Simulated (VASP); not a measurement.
Set up this calculation in VASP 6.6.1, as the native input.

* Task: single point
* Functional: PBEsol
* Dispersion: D4
* Potentials or basis: VASP PAW PBE potentials, release 64 (Pt, Fe)
* Cutoff: 520 eV
* k mesh: 10 × 10 × 7
* Occupations: fermi-dirac, width 0.05 eV
* Spin: collinear spin, ferromagnetic start
* Starting moments: [0.0, 3.0] μB
* Dipole correction: no
* Further INCAR settings: ALGO = Normal; EDIFF = 1e-07; NBANDS = 20

The structure of FePt (Tetraferroplatinum) lies in POSCAR:

```
FePt
1.0
    2.6818295947      0.0000000000      0.0000000000
    0.0000000000      2.6818295947      0.0000000000
    0.0000000000      0.0000000000      3.6801494932
Pt Fe
1 1
Direct
    0.5000000000      0.5000000000      0.5000000000
    0.0000000000      0.0000000000      0.0000000000
```

One way to write it, as run:

INCAR

```
PREC = Accurate
ENCUT = 520
EDIFF = 1E-7
ISMEAR = -1
SIGMA = 0.05
LREAL = False
LASPH = True
NELM = 150
ALGO = Normal
ISIF = 2
LWAVE = False
LCHARG = False
ISPIN = 2
MAGMOM = 0 3
LORBIT = 11
LMAXMIX = 4
GGA = PS
IVDW = 13
NBANDS = 20
```

KPOINTS

```
regular mesh
0
Gamma
  10 10 7
```

Potentials or basis: VASP PAW PBE potentials, release 64 (Pt, Fe).

The run is started by

```sh
$ cat potpaw_PBE.64/Pt/POTCAR potpaw_PBE.64/Fe/POTCAR > POTCAR
$ mpirun -np 1 vasp_std > vasp.out
```

It gave:

```
Pressure                                              : -0.3 GPa
Net moment                                            : 3.21 μB per cell
Site moments                                          : Pt +0.33; Fe +2.83 μB
Valence electrons inside the program's atomic spheres : Pt 9.52; Fe 7.08
Dispersion energy per atom                            : -0.321 eV
```

Caveat: the PAW data sets were made with another functional, which shifts forces and pressure a little; pairwise dispersion overbinds metals, which lowers pressure and volume.

Wall time 57 s on 1 thread of Intel(R) Xeon(R) Platinum 8488C (Sapphire Rapids), with other jobs on the host, peak memory 0.2 GiB.
